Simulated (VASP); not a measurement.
# Cu (Immm) in VASP: single point with PBEsol

Aim: the single point of Cu with PBEsol.

Everything below comes from runs of VASP 6.6.1. Logs are shortened: lines on timing, memory, paths and dates and some standing lists are left out, and cuts for length are marked.

## (1) The cell of the first run

It takes space group Immm (No. 71, orthorhombic). Conventional cell: a = 2.369 Å, b = 2.509 Å, c = 3.716 Å, α = 90.00°, β = 90.00°, γ = 90.00°. Cu (site symmetry mmm) has 12 Cu at 2.37 to 2.54 Å within 3.1 Å.

## (2) Single point, PBEsol (uniaxial strain along a: -6.0 %, then relaxed in part)

The input, INCAR:

```
PREC = Accurate ; ENCUT = 820
EDIFF = 1E-6 ; ISMEAR = 0
SIGMA = 0.1 ; LREAL = False
LASPH = True ; NELM = 120
ALGO = Normal ; ISIF = 2
LWAVE = False ; LCHARG = False
GGA = PS ; NBANDS = 26
GGA_COMPAT = False
```

The input, KPOINTS:

```
regular mesh
0
Gamma
  20 20 14
```

The input, POSCAR:

```
Cu
1.0
    1.6748038179      1.6748038179      0.0000000000
   -1.7742958951      1.7742958951      0.0000000000
    0.0000000000      0.0000000000      3.7158966746
Cu
2
Direct
    0.0000000000      0.0000000000      0.0000000000
    0.5000000000      0.5000000000      0.5000000000
```

Potentials or basis: VASP PAW PBE potentials, release 64 (Cu_sv_GW).

Launch:

```console
cat potpaw_PBE.64/Cu_sv_GW/POTCAR > POTCAR
mpirun -np 1 vasp_std > vasp.out
```

OUTCAR:

```text
PREC = Accurate
   ENCUT = 820
   EDIFF = 1E-6
   ISMEAR = 0
   LREAL = False
   LASPH = True
   NELM = 120
   ISIF = 2
   GGA = PS

 ion  position               nearest neighbor table
   1  0.000  0.000  0.000-   2 2.54   2 2.54   2 2.54   2 2.54   2 2.54   2 2.54   2 2.54   2 2.54

   2  0.500  0.500  0.500-   1 2.54   1 2.54   1 2.54   1 2.54   1 2.54   1 2.54   1 2.54   1 2.54

  LATTYP: Found a simple orthorhombic cell.
 ALAT       =     2.3685302736
 B/A-ratio  =     1.0594052128
 C/A-ratio  =     1.5688618026

  Lattice vectors:

 A1 = (   1.6748038179,   1.6748038179,   0.0000000000)
 A2 = (  -1.7742958951,   1.7742958951,   0.0000000000)
 A3 = (   0.0000000000,   0.0000000000,   3.7158966746)

Analysis of symmetry for initial positions (statically):
=====================================================================
 Subroutine PRICEL returns following result:

  LATTYP: Found a body centered orthorhombic cell.
 ALAT       =     2.3685302736
 B/A-ratio  =     1.0594052128
 C/A-ratio  =     1.5688618026

  Lattice vectors:

 A1 = (   0.0497460386,  -1.7245498565,  -1.8579483373)
 A2 = (  -0.0497460386,   1.7245498565,  -1.8579483373)
 A3 = (   1.7245498565,  -0.0497460386,   1.8579483373)

   2 primitive cells build up your supercell.

 Routine SETGRP: Setting up the symmetry group for a
 simple orthorhombic supercell.

 Subroutine GETGRP returns: Found  8 space group operations
 (whereof  8 operations were pure point group operations)
 out of a pool of  8 trial point group operations.

The static configuration has the point symmetry D_2h.

Analysis of symmetry for dynamics (positions and initial velocities):
=====================================================================
 Subroutine PRICEL returns following result:

  LATTYP: Found a body centered orthorhombic cell.
 ALAT       =     2.3685302736
 B/A-ratio  =     1.0594052128
 C/A-ratio  =     1.5688618026

  Lattice vectors:

 A1 = (   0.0497460386,  -1.7245498565,  -1.8579483373)
 A2 = (  -0.0497460386,   1.7245498565,  -1.8579483373)
 A3 = (   1.7245498565,  -0.0497460386,   1.8579483373)

   2 primitive cells build up your supercell.

 Routine SETGRP: Setting up the symmetry group for a
 simple orthorhombic supercell.

 Subroutine GETGRP returns: Found  8 space group operations
 (whereof  8 operations were pure point group operations)
 out of a pool of  8 trial point group operations.

[... 81 lines left out ...]
   number of dos      NEDOS =    301   number of ions     NIONS =      2
   total plane-waves  NPLWV =  20736
   dimension x,y,z NGX =    24 NGY =   24 NGZ =   36
   dimension x,y,z NGXF=    48 NGYF=   48 NGZF=   72
   ions per type =               2
   NGX,Y,Z   is equivalent  to a cutoff of  16.85, 15.90, 16.11 a.u.
   NGXF,Y,Z  is equivalent  to a cutoff of  33.69, 31.80, 32.21 a.u.
 SYSTEM =  unknown system
   PREC   = accura    normal or accurate (medium, high low for compatibility)
   ISTART =      0    job   : 0-new  1-cont  2-samecut
   ICHARG =      2    charge: 1-file 2-atom 10-const
   ISPIN  =      1    spin polarized calculation?
   LNONCOLLINEAR =      F non collinear calculations
   LSORBIT =      F    spin-orbit coupling
   LASPH  =      T    aspherical Exc in radial PAW
   ENCUT  =  820.0 eV  60.27 Ry    7.76 a.u.   5.53  5.86  8.68*2*pi/ulx,y,z
   NELM   =    120;   NELMIN=  2; NELMDL= -5     # of ELM steps
   EDIFF  = 0.1E-05   stopping-criterion for ELM
   LREAL  =      F    real-space projection
[... 7 lines left out ...]
   TEBEG  =    0.0;   TEEND  =   0.0 temperature during run
   PSTRESS=    0.0 pullay stress
   NELECT =      38.0000    total number of electrons
   NUPDOWN=      -1.0000    fix difference up-down
   EMIN   =  10.00;   EMAX   =-10.00  energy-range for DOS
   EFERMI =   0.00;   METHOD = LEGACY
   ISMEAR =     0;   SIGMA  =   0.10  broadening in eV -4-tet -1-fermi 0-gaus
   EFERMI_NEDOS =   21; number of points for ismear=-14 and -15
   IALGO  =     38    algorithm
   IMIX   =      4    mixing-type and parameters
     AMIX     =   0.40;   BMIX     =  1.00
     AMIX_MAG =   1.60;   BMIX_MAG =  1.00
  volume/ion in A,a.u.               =      11.04        74.52
  Fermi-wavevector in a.u.,A,eV,Ry     =   1.961740  3.707151 52.360996  3.848425
  Thomas-Fermi vector in A             =   2.986583
   LORBIT       =      0    0 simple, 1 ext, 2 COOP (PROOUT), +10 PAW based schemes
   GGA     = PS    functional components
   LHFCALC =     F    Hartree Fock is set to
   AEXX    =    0.0000 exact exchange contribution
   IVDW    =     0    specifies the selected vdW correction
   LEPSILON=     F    determine dielectric tensor
   LRPA    =     F    only Hartree local field effects (RPA)
 non-spin polarized calculation
 Gauss-broadening in eV      SIGMA  =   0.10
  energy-cutoff  :      820.00
  volume of cell :       22.08
 maximum number of plane-waves:      1197
 NGX is ok and might be reduce to    24
   NGX = 11   NGY = 11   NGZ = 17

 number of electron      37.9999997 magnetization

 Free energy of the ion-electron system (eV)
  ---------------------------------------------------
  ext. energy  EPLUGINS =         0.00000000
  ---------------------------------------------------
  free energy    TOTEN  =        -8.71586253 eV

  energy without entropy =       -8.71249010  energy(sigma->0) =       -8.71417632

 E-fermi :   8.2783     XC(G=0): -13.9876

 val. band max:        8.2769340463   @ k =   0.4500   0.2000   0.2857
 cond. band min:       8.2800825050   @ k =   0.3000   0.4500   0.1429
 fundamental gap:      0.0031484587
 Fermi energy:         8.2783000997

 k-point     1 :       0.0000    0.0000    0.0000
  band No.  band energies     occupation
      1    -104.1753      2.00000
      2    -104.1542      2.00000
      3     -61.7460      2.00000
      4     -61.6612      2.00000
      5     -61.6548      2.00000
      6     -61.6237      2.00000
[... 685 lines left out ...]
     25      29.5123      0.00000
     26      30.6546      0.00000

 [... further k-points ...]
[... 5 lines left out ...]
  --------------------------------------------------------------------------------------
  -------------------------------------------------------------------------------------
  Total        0.8602546      0.8602546     -0.2359356      1.0938583      0.0000000      0.0000000
  in kB       62.4099720     62.4099720    -17.1167140     79.3575078      0.0000000      0.0000000
  external PRESSURE =      35.9010766 kB  Pullay stress =       0.0000000 kB

 VOLUME and BASIS-vectors are now :
 -----------------------------------------------------------------------------
  energy-cutoff  :      820.00
  volume of cell :       22.08
      direct lattice vectors                 reciprocal lattice vectors
     1.674803818  1.674803818  0.000000000     0.298542429  0.298542429  0.000000000
    -1.774295895  1.774295895  0.000000000    -0.281801926  0.281801926  0.000000000
     0.000000000  0.000000000  3.715896675     0.000000000  0.000000000  0.269114049

 POSITION                                       TOTAL-FORCE (eV/Angst)
 -----------------------------------------------------------------------------------
      0.00000      0.00000      0.00000        -0.000000      0.000000     -0.000000
     -0.04975      1.72455      1.85795         0.000000     -0.000000      0.000000
 -----------------------------------------------------------------------------------
    total drift:                               -0.000000      0.000000     -0.000000

  FREE ENERGIE OF THE ION-ELECTRON SYSTEM (eV)
  ---------------------------------------------------
  free  energy   TOTEN  =        -8.7158625251 eV

  energy  without entropy=       -8.7124901049  energy(sigma->0) =       -8.71417632
```

stdout:

```text
POSCAR found type information on POSCAR Cu
 POSCAR found :  1 types and       2 ions
 scaLAPACK will be used
 -----------------------------------------------------------------------------
|                                                                             |
|                                                                             |
|     You enforced a specific xc type in the INCAR file but a different       |
|     I HOPE YOU KNOW WHAT YOU ARE DOING!                                     |
|                                                                             |
 -----------------------------------------------------------------------------

 LDA part: xc-table for (Slater+PW92), standard interpolation
 POSCAR, INCAR and KPOINTS ok, starting setup
 FFT: planning ... GRIDC
 FFT: planning ... GRID_SOFT
 FFT: planning ... GRID
 WAVECAR not read
 entering main loop
```

Wall time 6.1 min (1 thread of Intel Xeon 6975P-C (Granite Rapids), shared host); peak memory 1 GiB.

Results:

```
Free energy            : -8.7159 eV
Pressure               : 3.6 GPa
Band gap on the k mesh : zero (bands 19 and 20 overlap by 8.15 eV)
```

Stress tensor (GPa, compression positive):
```
 6.24  7.94  0.00
 7.94  6.24  0.00
 0.00  0.00 -1.71
```

Caveat: the cell differs from its parent crystal (uniaxial strain along a: -6.0 %, then relaxed in part); the stress differs along the axes, from -2 to 6 GPa; the PAW data sets were made with another functional, which shifts forces and pressure a little.
